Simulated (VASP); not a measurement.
# HfN (Fm-3m) in VASP: notebook

Runs on HfN. Level: LDA. Tasks: single point.

All numbers are computed with VASP 6.6.1; they aren't measurements. Logs are shortened: lines on timing, memory, paths and dates and some standing lists are left out, and cuts for length are marked.

## (1) The cell of the first run

It takes space group Fm-3m (No. 225, cubic). Conventional cell: a = 4.650 Å, b = 4.650 Å, c = 4.650 Å, α = 90.00°, β = 90.00°, γ = 90.00°. Hf (site symmetry m-3m) has 6 N at 2.33 Å within 3.1 Å. N (site symmetry m-3m) has 6 Hf at 2.33 Å within 3.1 Å.

The cell was generated, and may not be a known phase.

## (2) Single point, LDA

The input, INCAR:

```
  ALGO = Normal
  EDIFF = 1E-6
  ENCUT = 520
  GGA_COMPAT = False
  ISIF = 2
  ISMEAR = -1
  LASPH = True
  LCHARG = False
  LREAL = False
  LWAVE = False
  NBANDS = 14
  NELM = 120
  PREC = Accurate
  SIGMA = 0.0816
```

The input, KPOINTS:

```
k-points
0
Gamma
  10 10 10
```

The input, POSCAR:

```
HfN
1.0
    0.0000000000      2.3250000000      2.3250000000
    2.3250000000      0.0000000000      2.3250000000
    2.3250000000      2.3250000000      0.0000000000
Hf N
1 1
Direct
    0.5000000000      0.5000000000      0.5000000000
    0.0000000000      0.0000000000      0.0000000000
```

Potentials or basis: VASP PAW LDA potentials, release 64 (Hf_pv, N).

On the command line:

```
$ cat potpaw_LDA.64/Hf_pv/POTCAR potpaw_LDA.64/N/POTCAR > POTCAR
$ mpirun -np 1 vasp_std > vasp.out
```

OUTCAR:

```text
EDIFF = 1E-6
   ENCUT = 520
   ISIF = 2
   ISMEAR = -1
   LASPH = True
   LREAL = False
   NELM = 120
   PREC = Accurate

 ion  position               nearest neighbor table
   1  0.500  0.500  0.500-   2 2.33   2 2.33   2 2.33   2 2.33   2 2.33   2 2.33
   2  0.000  0.000  0.000-   1 2.33   1 2.33   1 2.33   1 2.33   1 2.33   1 2.33

  LATTYP: Found a face centered cubic cell.
 ALAT       =     4.6500000000

  Lattice vectors:

 A1 = (   0.0000000000,   2.3250000000,   2.3250000000)
 A2 = (   2.3250000000,   0.0000000000,   2.3250000000)
 A3 = (   2.3250000000,   2.3250000000,   0.0000000000)

Analysis of symmetry for initial positions (statically):
=====================================================================
 Subroutine PRICEL returns:
 Original cell was already a primitive cell.

 Routine SETGRP: Setting up the symmetry group for a
 face centered cubic supercell.

 Subroutine GETGRP returns: Found 48 space group operations
 (whereof 48 operations were pure point group operations)
 out of a pool of 48 trial point group operations.

The static configuration has the point symmetry O_h .

Analysis of symmetry for dynamics (positions and initial velocities):
=====================================================================
 Subroutine PRICEL returns:
 Original cell was already a primitive cell.

 Routine SETGRP: Setting up the symmetry group for a
 face centered cubic supercell.

 Subroutine GETGRP returns: Found 48 space group operations
 (whereof 48 operations were pure point group operations)
 out of a pool of 48 trial point group operations.

The dynamic configuration has the point symmetry O_h .

 Subroutine INISYM returns: Found 48 space group operations
 (whereof 48 operations are pure point group operations),
 and found     1 'primitive' translations

----------------------------------------------------------------------------------------

                                     Primitive cell

  volume of cell :      25.1362

  direct lattice vectors                    reciprocal lattice vectors
     0.000000000  2.325000000  2.325000000    -0.215053763  0.215053763  0.215053763
     2.325000000  0.000000000  2.325000000     0.215053763 -0.215053763  0.215053763
     2.325000000  2.325000000  0.000000000     0.215053763  0.215053763 -0.215053763

  length of vectors
     3.288046533  3.288046533  3.288046533     0.372484045  0.372484045  0.372484045

  position of ions in fractional coordinates (direct lattice)
     0.500000000  0.500000000  0.500000000
     0.000000000  0.000000000  0.000000000

  ion indices of the primitive-cell ions
   primitive index   ion index
                 1           1
                 2           2

----------------------------------------------------------------------------------------

 KPOINTS: k-points

Automatic generation of k-mesh.
 Grid dimensions read from file:
 generate k-points for:   10   10   10

 Generating k-lattice:

  Cartesian coordinates                     Fractional coordinates (reciprocal lattice)
    -0.021505376  0.021505376  0.021505376     0.100000000  0.000000000  0.000000000
     0.021505376 -0.021505376  0.021505376     0.000000000  0.100000000  0.000000000
     0.021505376  0.021505376 -0.021505376     0.000000000  0.000000000  0.100000000

  Length of vectors
     0.037248404  0.037248404  0.037248404

  Shift w.r.t. Gamma in fractional coordinates (k-lattice)
     0.000000000  0.000000000  0.000000000

 Subroutine IBZKPT returns following result:
 ===========================================

 Found     47 irreducible k-points:

 Following reciprocal coordinates:
            Coordinates               Weight
  0.000000  0.000000  0.000000      1.000000
  0.100000  0.000000  0.000000      8.000000
  0.200000  0.000000  0.000000      8.000000
  0.300000  0.000000  0.000000      8.000000
  0.400000  0.000000  0.000000      8.000000
  0.500000  0.000000  0.000000      4.000000
[... 16 lines left out ...]
  0.300000  0.300000  0.000000      6.000000
  0.400000  0.300000  0.000000     24.000000
 [... further k-points ...]
   k-points           NKPTS =     47   k-points in BZ     NKDIM =     47   number of bands    NBANDS=     14
   number of dos      NEDOS =    301   number of ions     NIONS =      2
   total plane-waves  NPLWV =  13824
   dimension x,y,z NGX =    24 NGY =   24 NGZ =   24
   dimension x,y,z NGXF=    48 NGYF=   48 NGZF=   48
   ions per type =               1   1
   NGX,Y,Z   is equivalent  to a cutoff of  12.13, 12.13, 12.13 a.u.
   NGXF,Y,Z  is equivalent  to a cutoff of  24.27, 24.27, 24.27 a.u.
 SYSTEM =  unknown system
   PREC   = accura    normal or accurate (medium, high low for compatibility)
   ISTART =      0    job   : 0-new  1-cont  2-samecut
   ICHARG =      2    charge: 1-file 2-atom 10-const
   ISPIN  =      1    spin polarized calculation?
   LNONCOLLINEAR =      F non collinear calculations
   LSORBIT =      F    spin-orbit coupling
   LASPH  =      T    aspherical Exc in radial PAW
   ENCUT  =  520.0 eV  38.22 Ry    6.18 a.u.   6.11  6.11  6.11*2*pi/ulx,y,z
   NELM   =    120;   NELMIN=  2; NELMDL= -5     # of ELM steps
   EDIFF  = 0.1E-05   stopping-criterion for ELM
   LREAL  =      F    real-space projection
   EDIFFG = 0.1E-04   stopping-criterion for IOM
   NSW    =      0    number of steps for IOM
   IBRION =     -1    ionic relax: 0-MD 1-quasi-New 2-CG
   NFREE  =      0    steps in history (QN), initial steepest desc. (CG)
   ISIF   =      2    stress and relaxation
   ISYM   =      2    0-nonsym 1-usesym 2-fastsym
   POTIM  = 0.5000    time-step for ionic-motion
   TEBEG  =    0.0;   TEEND  =   0.0 temperature during run
   PSTRESS=    0.0 pullay stress
   NELECT =      15.0000    total number of electrons
   NUPDOWN=      -1.0000    fix difference up-down
   EMIN   =  10.00;   EMAX   =-10.00  energy-range for DOS
   EFERMI =   0.00;   METHOD = LEGACY
   ISMEAR =    -1;   SIGMA  =   0.08  broadening in eV -4-tet -1-fermi 0-gaus
   EFERMI_NEDOS =   21; number of points for ismear=-14 and -15
   IALGO  =     38    algorithm
   IMIX   =      4    mixing-type and parameters
     AMIX     =   0.40;   BMIX     =  1.00
     AMIX_MAG =   1.60;   BMIX_MAG =  1.00
  volume/ion in A,a.u.               =      12.57        84.81
  Fermi-wavevector in a.u.,A,eV,Ry     =   1.378285  2.604581 25.846565  1.899669
  Thomas-Fermi vector in A             =   2.503360
   LORBIT       =      0    0 simple, 1 ext, 2 COOP (PROOUT), +10 PAW based schemes
   GGA     = CA    functional components
   LHFCALC =     F    Hartree Fock is set to
   AEXX    =    0.0000 exact exchange contribution
   IVDW    =     0    specifies the selected vdW correction
   LEPSILON=     F    determine dielectric tensor
   LRPA    =     F    only Hartree local field effects (RPA)
 non-spin polarized calculation
  energy-cutoff  :      520.00
  volume of cell :       25.14
 maximum number of plane-waves:       700
   NGX = 13   NGY = 13   NGZ = 13

 number of electron      15.0000000 magnetization

 Free energy of the ion-electron system (eV)
  ---------------------------------------------------
  ext. energy  EPLUGINS =         0.00000000
  ---------------------------------------------------
  free energy    TOTEN  =       -23.57687271 eV

  energy without entropy =      -23.55981670  energy(sigma->0) =      -23.56834471

 E-fermi :   7.4441     XC(G=0): -12.5402

 val. band max:        7.4024644356   @ k =  -0.4000   0.3000   0.0000
 cond. band min:       7.4583587668   @ k =  -0.1000   0.1000   0.0000
 fundamental gap:      0.0558943312
 Fermi energy:         7.4440651975

 k-point     1 :       0.0000    0.0000    0.0000
  band No.  band energies     occupation
      1     -23.8388      2.00000
      2     -23.8388      2.00000
      3     -23.8388      2.00000
      4      -9.3012      2.00000
      5       4.5763      2.00000
      6       4.5763      2.00000
      7       4.5763      2.00000
      8       7.0741      1.97876
      9       7.0741      1.97876
     10       7.0741      1.97876
     11       8.6167      0.00000
     12       9.1238      0.00000
     13       9.1238      0.00000
     14      16.8788      0.00000

 k-point     2 :       0.1000    0.0000    0.0000
  band No.  band energies     occupation
      1     -23.9112      2.00000
      2     -23.8454      2.00000
      3     -23.8454      2.00000
      4      -9.1075      2.00000
      5       3.6876      2.00000
      6       4.0826      2.00000
      7       4.0826      2.00000
      8       7.2744      1.77766
      9       7.3681      1.43460
     10       7.3681      1.43460
     11       9.3243      0.00000
     12       9.7875      0.00000
     13       9.7875      0.00000
     14      17.5577      0.00000

 k-point     3 :       0.2000    0.0000    0.0000
  band No.  band energies     occupation
      1     -24.0951      2.00000
      2     -23.8625      2.00000
      3     -23.8625      2.00000
      4      -8.5817      2.00000
      5       2.1092      2.00000
      6       3.1773      2.00000
      7       3.1773      2.00000
      8       7.6165      0.21571
      9       8.0997      0.00065
     10       8.0997      0.00065
     11      10.7405      0.00000
     12      11.2845      0.00000
     13      11.2845      0.00000
     14      18.3822      0.00000
[... 324 lines left out ...]
 k-point    23 :       0.3000    0.3000    0.0000
  band No.  band energies     occupation
      1     -24.2554      2.00000
      2     -23.9913      2.00000
      3     -23.9913      2.00000
      4      -8.1425      2.00000
      5       0.9812      2.00000
      6       3.7479      2.00000
      7       3.7479      2.00000
      8       4.7915      2.00000
      9      10.2668      0.00000
     10      10.5073      0.00000
     11      11.0243      0.00000
     12      11.0243      0.00000
     13      15.4718      0.00000
     14      18.3684      0.00000

 k-point    24 :       0.4000    0.3000    0.0000
  band No.  band energies     occupation
      1     -24.3381      2.00000
      2     -24.0368      2.00000
      3     -24.0157      2.00000
      4      -8.0176      2.00000
      5       1.1367      2.00000
      6       3.0759      2.00000
      7       3.5068      2.00000
      8       5.1614      2.00000
      9      11.0057      0.00000
     10      11.3625      0.00000
     11      11.5639      0.00000
     12      11.5907      0.00000
     13      15.6063      0.00000
     14      17.6263      0.00000

 [... further k-points ...]

------------------------ aborting loop because EDIFF is reached ----------------------------------------

  FORCE on cell =-STRESS in cart. coord.  units (eV):
  Direction    XX          YY          ZZ          XY          YZ          ZX
  --------------------------------------------------------------------------------------
  -------------------------------------------------------------------------------------
  Total       -4.5629813     -4.5629813     -4.5629813      0.0000000     -0.0000000      0.0000000
  in kB     -290.8441949   -290.8441949   -290.8441949      0.0000000     -0.0000000      0.0000000
  external PRESSURE =    -290.8441949 kB  Pullay stress =       0.0000000 kB

 VOLUME and BASIS-vectors are now :
 -----------------------------------------------------------------------------
  energy-cutoff  :      520.00
  volume of cell :       25.14
      direct lattice vectors                 reciprocal lattice vectors
     0.000000000  2.325000000  2.325000000    -0.215053763  0.215053763  0.215053763
     2.325000000  0.000000000  2.325000000     0.215053763 -0.215053763  0.215053763
     2.325000000  2.325000000  0.000000000     0.215053763  0.215053763 -0.215053763

 POSITION                                       TOTAL-FORCE (eV/Angst)
 -----------------------------------------------------------------------------------
      2.32500      2.32500      2.32500         0.000000      0.000000      0.000000
      0.00000      0.00000      0.00000        -0.000000     -0.000000     -0.000000
 -----------------------------------------------------------------------------------
    total drift:                                0.000000     -0.000000     -0.000000

  FREE ENERGIE OF THE ION-ELECTRON SYSTEM (eV)
  ---------------------------------------------------
  free  energy   TOTEN  =       -23.5768727112 eV

  energy  without entropy=      -23.5598167014  energy(sigma->0) =      -23.56834471
```

It took 11 s on 1 thread of Intel Xeon Platinum 8259CL at 2.50GHz (Skylake/Cascade Lake), shared host; peak memory 0.14 GiB.

Results:

- Free energy: -23.5769 eV
- Pressure: -29.1 GPa
- Band gap on the k mesh: zero (an odd number of electrons rules out a gap without spin polarisation)

Caveat: the cell stands under tension; spin-orbit coupling is left out, which moves the levels of the heavy elements.

## (3) Single point, LDA

The input, INCAR:

```
PREC = Accurate ; ENCUT = 520
EDIFF = 1E-6 ; ISMEAR = -1
SIGMA = 0.0816 ; LREAL = False
LASPH = True ; NELM = 120
ALGO = Normal ; ISIF = 2
LWAVE = False ; LCHARG = True
GGA = CA ; LELF = True
LVHAR = True ; NBANDS = 14
GGA_COMPAT = False
```

The input, KPOINTS:

```
Automatic mesh
0
Gamma
  10 10 10
```

POSCAR is that of step 2.

Potentials or basis: VASP PAW LDA potentials, release 64 (Hf_pv, N).

On the command line:

```
$ cat potpaw_LDA.64/Hf_pv/POTCAR potpaw_LDA.64/N/POTCAR > POTCAR
$ mpirun -np 1 vasp_std > vasp.out
```

Wall time 13 s (1 thread of Intel Xeon Platinum 8259CL at 2.50GHz (Skylake/Cascade Lake), shared host); peak memory 0.14 GiB.

Results (log left out):

```
Free energy            : -23.5769 eV
Pressure               : -29.1 GPa
Band gap on the k mesh : zero (an odd number of electrons rules out a gap without spin polarisation)
```

Levels at points of the mesh, in eV from the Fermi level:
| k point | band 4 | band 5 | band 6 | band 7 | band 8 | band 9 | band 10 | band 11 | band 12 | band 13 |
| --- | --- | --- | --- | --- | --- | --- | --- | --- | --- | --- |
| (0.00, 0.00, 0.00) | -16.75 | -2.87 | -2.87 | -2.87 | -0.37 | -0.37 | -0.37 | 1.17 | 1.68 | 1.68 |
| (0.50, 0.00, 0.00) | -14.39 | -8.37 | -5.75 | -5.75 | 2.87 | 3.22 | 3.22 | 4.10 | 7.80 | 7.80 |
| (0.50, 0.50, 0.00) | -15.67 | -5.29 | -3.57 | -3.57 | -3.47 | 3.57 | 4.67 | 4.82 | 4.82 | 6.86 |

Caveat: the cell stands under tension; spin-orbit coupling is left out, which moves the levels of the heavy elements.

The gap in the log of VASP goes by the Fermi energy; the results here count the filled bands.